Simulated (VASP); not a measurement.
Write the native input for VASP 6.6.1 that does the following.

* Task: single point
* Functional: PBE
* Potentials or basis: VASP PAW PBE potentials, release 64 (In_d)
* Cutoff: 520 eV
* k mesh: 19 × 19 × 19
* Occupations: fermi-dirac, width 0.1 eV
* Spin: no spin polarisation
* Dipole correction: no
* Further INCAR settings: ALGO = Normal; EDIFF = 1e-07; NBANDS = 12

The structure of In lies in POSCAR:

```
In
1.0
    0.0000000000      2.2943999640      2.2943999640
    2.2943999640      0.0000000000      2.2943999640
    2.2943999640      2.2943999640      0.0000000000
In
1
Direct
    0.0000000000      0.0000000000      0.0000000000
```

This isn't the form of In at room conditions, which is tetragonal.

These files were run (other wordings do the same):

INCAR

```
SYSTEM = In
ALGO     = Normal         ! electronic algorithm
EDIFF    = 1E-7           ! SCF threshold, eV
ENCUT    = 520            ! plane-wave cutoff, eV
GGA      = PE             ! functional
ISIF     = 2              ! what is computed and relaxed
ISMEAR   = -1             ! smearing method
LASPH    = .True.         ! aspherical terms in the spheres
LCHARG   = .False.        ! write CHGCAR
LREAL    = .False.        ! projectors in reciprocal space
LWAVE    = .False.        ! write WAVECAR
NBANDS   = 12             ! bands
NELM     = 80             ! most SCF steps
PREC     = Accurate       ! precision mode
SIGMA    = 0.1            ! smearing width, eV
```

KPOINTS

```
k-points
0
Gamma
  19 19 19
  0 0 0
```

Potentials or basis: VASP PAW PBE potentials, release 64 (In_d).

Command:

```console
$ cat potpaw_PBE.64/In_d/POTCAR > POTCAR
$ mpirun -np 1 vasp_std > vasp.out
```

Results of the run:

- Pressure: 6.4 GPa
- Band gap on the k mesh: zero (an odd number of electrons rules out a gap without spin polarisation)

Caveat: the cell stands under pressure; spin-orbit coupling is left out, which moves the levels of the heavy elements.

It took 42 s on 1 thread of Intel Xeon 8259CL, on a shared host, peak memory 0.18 GiB.
